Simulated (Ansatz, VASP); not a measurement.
# Cs in VASP and in Ansatz

```
CELL_PARAMETERS angstrom
5.08559 0.00000 0.00000
0.00000 5.08559 0.00000
0.00000 0.00000 5.08559
ATOMIC_POSITIONS crystal
Cs 0.00000 0.00000 0.00000
```

Alike in both runs: task single point; functional RPBE; k mesh 7 × 7 × 7; occupations fermi-dirac, width 0.1 eV; no spin polarisation.

|  | VASP | Ansatz |
| --- | --- | --- |
| version | VASP 6.6.1 | Ansatz 0.2.0 |
| potentials or method | VASP PAW PBE potentials, release 64 (Cs_sv), cutoff 520 eV | plane waves (420 eV) with PAW, scalar-relativistic |
| valence electrons in the cell | 9 | 9 |

|  | VASP | Ansatz | Ansatz less VASP |
| --- | --- | --- | --- |
| pressure (GPa) | 0.1 | 0.1 | +0.01 |

VASP's potentials were made for PBE, not for RPBE. With one functional, cell and mesh, what is left measures potentials, basis and numerics.

Neither program's run includes spin-orbit coupling.
